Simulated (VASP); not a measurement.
# HgTe (I-4m2) in VASP: settings compared

Aim: see how the results for HgTe move with the level of theory and the settings. Levels: PBEsol, r2SCAN. Tasks: single point, relaxation of cell and atoms.

Program: VASP 6.6.1. These are calculated values, not measurements. Logs are shortened: lines on timing, memory, paths and dates and some standing lists are left out, and cuts for length are marked.

## 1. The cell of the first run

Symmetry: I-4m2, No. 119, tetragonal system. The conventional cell has a = 6.335 Å, b = 6.335 Å, c = 3.119 Å, α = 90.00°, β = 90.00°, γ = 90.00°. Within 4.1 Å of Hg (site symmetry -4m2) lie 2 Hg at 3.12 Å and 8 Te at 3.26 to 3.94 Å. Te (site symmetry -4m2) has 2 Te at 3.12 Å and 8 Hg at 3.26 to 3.94 Å within 4.1 Å.

## 2. Single point, PBEsol

The input, INCAR:

```
ALGO = Normal
EDIFF = 1E-6
ENCUT = 520
GGA = PS
ISIF = 2
ISMEAR = -1
LASPH = True
LCHARG = False
LREAL = False
LWAVE = False
NBANDS = 16
NELM = 80
PREC = Accurate
SIGMA = 0.05
```

The input, KPOINTS:

```
k-points
0
Gamma
  10 10 10
```

The input, POSCAR:

```
HgTe
1.0
   -3.1674271200      3.1674271200      1.5594100000
    3.1674271200     -3.1674271200      1.5594100000
    3.1674271200      3.1674271200     -1.5594100000
Hg Te
1 1
Direct
    0.7500000000      0.2500000000      0.5000000000
    0.0000000000      0.0000000000      0.0000000000
```

Potentials or basis: VASP PAW PBE potentials, release 64 (Hg, Te).

Started as:

```bash
$ cat potpaw_PBE.64/Hg/POTCAR potpaw_PBE.64/Te/POTCAR > POTCAR
$ mpirun -np 1 vasp_std > vasp.out
```

OUTCAR:

```text
EDIFF = 1E-6
   ENCUT = 520
   GGA = PS
   ISIF = 2
   ISMEAR = -1
   LASPH = True
   LREAL = False
   NELM = 80
   PREC = Accurate

 ion  position               nearest neighbor table
   1  0.750  0.250  0.500-   2 3.26   2 3.26   2 3.26   2 3.26
   2  0.000  0.000  0.000-   1 3.26   1 3.26   1 3.26   1 3.26

  LATTYP: Found a body centered tetragonal cell.
 ALAT       =     6.3348542400
 C/A-ratio  =     0.4923270342

  Lattice vectors:

 A1 = (  -3.1674271200,   3.1674271200,   1.5594100000)
 A2 = (   3.1674271200,  -3.1674271200,   1.5594100000)
 A3 = (   3.1674271200,   3.1674271200,  -1.5594100000)

Analysis of symmetry for initial positions (statically):
=====================================================================
 Subroutine PRICEL returns:
 Original cell was already a primitive cell.

 Routine SETGRP: Setting up the symmetry group for a
 body centered tetragonal supercell.

 Subroutine GETGRP returns: Found  8 space group operations
 (whereof  8 operations were pure point group operations)
 out of a pool of 16 trial point group operations.

The static configuration has the point symmetry D_2d.

Analysis of symmetry for dynamics (positions and initial velocities):
=====================================================================
 Subroutine PRICEL returns:
 Original cell was already a primitive cell.

 Routine SETGRP: Setting up the symmetry group for a
 body centered tetragonal supercell.

 Subroutine GETGRP returns: Found  8 space group operations
 (whereof  8 operations were pure point group operations)
 out of a pool of 16 trial point group operations.

The dynamic configuration has the point symmetry D_2d.

 Subroutine INISYM returns: Found  8 space group operations
 (whereof  8 operations are pure point group operations),
 and found     1 'primitive' translations

----------------------------------------------------------------------------------------

                                     Primitive cell

  volume of cell :      62.5797

  direct lattice vectors                    reciprocal lattice vectors
    -3.167427120  3.167427120  1.559410000     0.000000000  0.157856829  0.320634086
     3.167427120 -3.167427120  1.559410000     0.157856829  0.000000000  0.320634086
     3.167427120  3.167427120 -1.559410000     0.157856829  0.157856829  0.000000000
[... 74 lines left out ...]
 SYSTEM =  unknown system
   PREC   = accura    normal or accurate (medium, high low for compatibility)
   ISTART =      0    job   : 0-new  1-cont  2-samecut
   ICHARG =      2    charge: 1-file 2-atom 10-const
   ISPIN  =      1    spin polarized calculation?
   LNONCOLLINEAR =      F non collinear calculations
   LSORBIT =      F    spin-orbit coupling
   LASPH  =      T    aspherical Exc in radial PAW
   ENCUT  =  520.0 eV  38.22 Ry    6.18 a.u.   8.82  8.82  8.82*2*pi/ulx,y,z
   NELM   =     80;   NELMIN=  2; NELMDL= -5     # of ELM steps
   EDIFF  = 0.1E-05   stopping-criterion for ELM
   LREAL  =      F    real-space projection
   EDIFFG = 0.1E-04   stopping-criterion for IOM
   NSW    =      0    number of steps for IOM
   IBRION =     -1    ionic relax: 0-MD 1-quasi-New 2-CG
   NFREE  =      0    steps in history (QN), initial steepest desc. (CG)
   ISIF   =      2    stress and relaxation
   ISYM   =      2    0-nonsym 1-usesym 2-fastsym
   POTIM  = 0.5000    time-step for ionic-motion
   TEBEG  =    0.0;   TEEND  =   0.0 temperature during run
   PSTRESS=    0.0 pullay stress
   NELECT =      18.0000    total number of electrons
   NUPDOWN=      -1.0000    fix difference up-down
   EMIN   =  10.00;   EMAX   =-10.00  energy-range for DOS
   EFERMI =   0.00;   METHOD = LEGACY
   ISMEAR =    -1;   SIGMA  =   0.05  broadening in eV -4-tet -1-fermi 0-gaus
   EFERMI_NEDOS =   21; number of points for ismear=-14 and -15
   IALGO  =     38    algorithm
   IMIX   =      4    mixing-type and parameters
     AMIX     =   0.40;   BMIX     =  1.00
     AMIX_MAG =   1.60;   BMIX_MAG =  1.00
  volume/ion in A,a.u.               =      31.29       211.15
  Fermi-wavevector in a.u.,A,eV,Ry     =   1.080657  2.042145 15.889145  1.167819
  Thomas-Fermi vector in A             =   2.216653
   LORBIT       =      0    0 simple, 1 ext, 2 COOP (PROOUT), +10 PAW based schemes
   GGA     = PS    functional components
   LHFCALC =     F    Hartree Fock is set to
   AEXX    =    0.0000 exact exchange contribution
   IVDW    =     0    specifies the selected vdW correction
   LEPSILON=     F    determine dielectric tensor
   LRPA    =     F    only Hartree local field effects (RPA)
 non-spin polarized calculation
  energy-cutoff  :      520.00
  volume of cell :       62.58
 maximum number of plane-waves:      1714
   NGX = 17   NGY = 17   NGZ = 17

 number of electron      17.9999999 magnetization

 Free energy of the ion-electron system (eV)
  ---------------------------------------------------
  ext. energy  EPLUGINS =         0.00000000
  ---------------------------------------------------
  free energy    TOTEN  =        -3.88825045 eV

  energy without entropy =       -3.87605727  energy(sigma->0) =       -3.88215386

 E-fermi :   3.4018     XC(G=0):  -9.6170

 val. band max:        3.3879660314   @ k =  -0.3000   0.5000   0.2000
 cond. band min:       3.4061480972   @ k =  -0.3000   0.3000   0.2000
 fundamental gap:      0.0181820658
 Fermi energy:         3.4017768052

 k-point     1 :       0.0000    0.0000    0.0000
  band No.  band energies     occupation
      1      -8.6327      2.00000
      2      -3.7301      2.00000
      3      -2.9382      2.00000
      4      -2.8837      2.00000
      5      -2.4755      2.00000
      6      -2.4755      2.00000
[... 433 lines left out ...]
      3      -2.9819      2.00000
      4      -2.8215      2.00000
      5      -2.7771      2.00000
      6      -2.7375      2.00000
[... 8 lines left out ...]
     15      13.1007      0.00000
     16      14.0964      0.00000

 [... further k-points ...]
[... 5 lines left out ...]
  --------------------------------------------------------------------------------------
  -------------------------------------------------------------------------------------
  Total       -2.3237763     -2.3237763     -1.3031970      0.0000000     -0.0000000      0.0000000
  in kB      -59.4937495    -59.4937495    -33.3646884      0.0000000     -0.0000000      0.0000000
  external PRESSURE =     -50.7840625 kB  Pullay stress =       0.0000000 kB

 VOLUME and BASIS-vectors are now :
 -----------------------------------------------------------------------------
  energy-cutoff  :      520.00
  volume of cell :       62.58
      direct lattice vectors                 reciprocal lattice vectors
    -3.167427120  3.167427120  1.559410000     0.000000000  0.157856829  0.320634086
     3.167427120 -3.167427120  1.559410000     0.157856829  0.000000000  0.320634086
     3.167427120  3.167427120 -1.559410000     0.157856829  0.157856829  0.000000000

 POSITION                                       TOTAL-FORCE (eV/Angst)
 -----------------------------------------------------------------------------------
     -0.00000      3.16743      0.77970         0.000000     -0.000000     -0.000000
      0.00000      0.00000      0.00000        -0.000000      0.000000      0.000000
 -----------------------------------------------------------------------------------
    total drift:                               -0.000000      0.000000     -0.000000

  FREE ENERGIE OF THE ION-ELECTRON SYSTEM (eV)
  ---------------------------------------------------
  free  energy   TOTEN  =        -3.8882504526 eV

  energy  without entropy=       -3.8760572691  energy(sigma->0) =       -3.88215386
```

OSZICAR:

```text
N       E                     dE             d eps       ncg     rms          rms(c)
DAV:   1     0.952571904684E+02    0.95257E+02   -0.77214E+03  3272   0.960E+02
DAV:   2    -0.105318480754E+01   -0.96310E+02   -0.89302E+02  3856   0.224E+02
DAV:   3    -0.403724141238E+01   -0.29841E+01   -0.29763E+01  4040   0.390E+01
DAV:   4    -0.405077831435E+01   -0.13537E-01   -0.13536E-01  4112   0.285E+00
DAV:   5    -0.405094383093E+01   -0.16552E-03   -0.16552E-03  4184   0.321E-01    0.649E+00
DAV:   6    -0.389443137464E+01    0.15651E+00   -0.37545E-01  3712   0.681E+00    0.423E+00
DAV:   7    -0.388971603683E+01    0.47153E-02   -0.29698E-02  3608   0.128E+00    0.183E+00
DAV:   8    -0.388823711745E+01    0.14789E-02   -0.34696E-03  4136   0.449E-01    0.261E-01
DAV:   9    -0.388823672568E+01    0.39177E-06   -0.14483E-04  4000   0.887E-02    0.114E-01
DAV:  10    -0.388825102928E+01   -0.14304E-04   -0.49321E-05  4032   0.561E-02    0.155E-02
DAV:  11    -0.388825045264E+01    0.57664E-06   -0.66212E-06  4064   0.259E-02
   1 F= -.38882505E+01 E0= -.38821539E+01  d E =-.121932E-01
```

It took 74 s on 1 thread of AMD EPYC 7R13 (Zen 3), shared host; peak memory 0.24 GiB.

What came out:

- Free energy: -3.8883 eV
- Pressure: -5.1 GPa
- Band gap on the k mesh: zero (band 9 reaches 4.41 eV, above the bottom of band 10 at 1.67 eV)

Caveat: the PAW data sets were made with another functional, which shifts forces and pressure a little; spin-orbit coupling is left out, which moves the levels of the heavy elements.

## 3. Relaxation of cell and atoms, r2SCAN

This run uses another cell than the first one, of 28.93 Å³/atom, 0.925 times its volume.

The input, POSCAR:

```
HgTe
1.0
   -3.0456030000      3.0456030000      1.5594100000
    3.0456030000     -3.0456030000      1.5594100000
    3.0456030000      3.0456030000     -1.5594100000
Hg Te
1 1
Direct
    0.7500000000      0.2500000000      0.5000000000
    0.0000000000      0.0000000000      0.0000000000
```

The input, INCAR.step1:

```
SYSTEM = HgTe
PREC = Accurate ; ENCUT = 600
ISMEAR = -1 ; SIGMA = 0.05
LREAL = .False. ; LASPH = .True.
NELM = 60 ; GGA = PE
ALGO = Normal ; EDIFF = 1E-4
LWAVE = .True. ; LCHARG = .False.
```

The input, INCAR.step2:

```
SYSTEM = HgTe
PREC = Accurate ; ENCUT = 600
EDIFF = 1E-6 ; ISMEAR = -1
SIGMA = 0.05 ; LREAL = .False.
LASPH = .True. ; NELM = 60
ALGO = Normal ; ISIF = 3
LWAVE = .False. ; LCHARG = .False.
METAGGA = R2SCAN ; LMIXTAU = .True.
IBRION = 2 ; NSW = 60
EDIFFG = -0.01 ; ISTART = 1
```

The input, KPOINTS:

```
regular mesh
0
Gamma
  10 10 10
  0 0 0
```

Potentials or basis: VASP PAW PBE potentials, release 64 (Hg, Te).

Started as:

```bash
$ cat potpaw_PBE.64/Hg/POTCAR potpaw_PBE.64/Te/POTCAR > POTCAR
$ cp INCAR.step1 INCAR
$ mpirun -np 1 vasp_std > vasp.out
$ cp INCAR.step2 INCAR
$ mpirun -np 1 vasp_std > vasp.out
```

Wall time 18 min (1 thread of Intel Xeon 6975P-C (Granite Rapids), shared host); peak memory 0.34 GiB.

The run converged. Its results:

* Free energy: -74.7753 eV
* Relaxed volume: 28.07 Å³/atom
* Relaxed cell: a = 4.459 Å, b = 4.459 Å, c = 4.459 Å, α = 97.67°, β = 97.67°, γ = 137.13°
* Space group after relaxing (to 0.05 Å): I-4m2 (No. 119)
* Energy gained by relaxing: 31.7 meV/atom
* Ionic steps: 8
* Pressure after relaxing: 0.0 GPa
* Band gap on the k mesh: zero (band 9 reaches 6.82 eV, above the bottom of band 10 at 2.77 eV)

The path:
```
step  energy change (eV)  largest force (eV/Å)  pressure (GPa)  volume (Å³)
   1              0.0000                0.0000           -0.95        57.86
   2             -0.0475                0.0000           -0.17        56.41
   3             -0.0605                0.0000            0.63        55.43
   4             -0.0607                0.0000            0.81        55.27
   5             -0.0631                0.0000           -0.17        56.35
   6             -0.0634                0.0000            0.05        56.08
   7             -0.0634                0.0000            0.04        56.10
   8             -0.0634                0.0000           -0.01        56.15
```

Final structure:
```yaml
crystal:
  lattice:
    - [-2.93499, 2.93499, 1.62956]
    - [2.93499, -2.93499, 1.62956]
    - [2.93499, 2.93499, -1.62956]
  atoms:
    - { symbol: Hg, position: [0.75000, 0.25000, 0.50000] }
    - { symbol: Te, position: [0.00000, 0.00000, 0.00000] }
```

Levels at points of the mesh, in eV from the Fermi level:
| k point | band 7 | band 8 | band 9 | band 10 | band 11 | band 12 |
| --- | --- | --- | --- | --- | --- | --- |
| (0.00, 0.00, 0.00) | -3.05 | -2.56 | -2.56 | 2.63 | 5.08 | 7.93 |
| (0.50, 0.00, 0.00) | -4.92 | -2.44 | -1.69 | -0.35 | 3.62 | 3.86 |
| (0.50, 0.50, 0.00) | -6.62 | -0.80 | 2.03 | 2.20 | 2.57 | 3.77 |
| (0.50, 0.50, 0.50) | -4.75 | -4.75 | -4.57 | 2.17 | 6.32 | 9.47 |

Caveat: the PAW data sets were made with another functional, which shifts forces and pressure a little; spin-orbit coupling is left out, which moves the levels of the heavy elements.
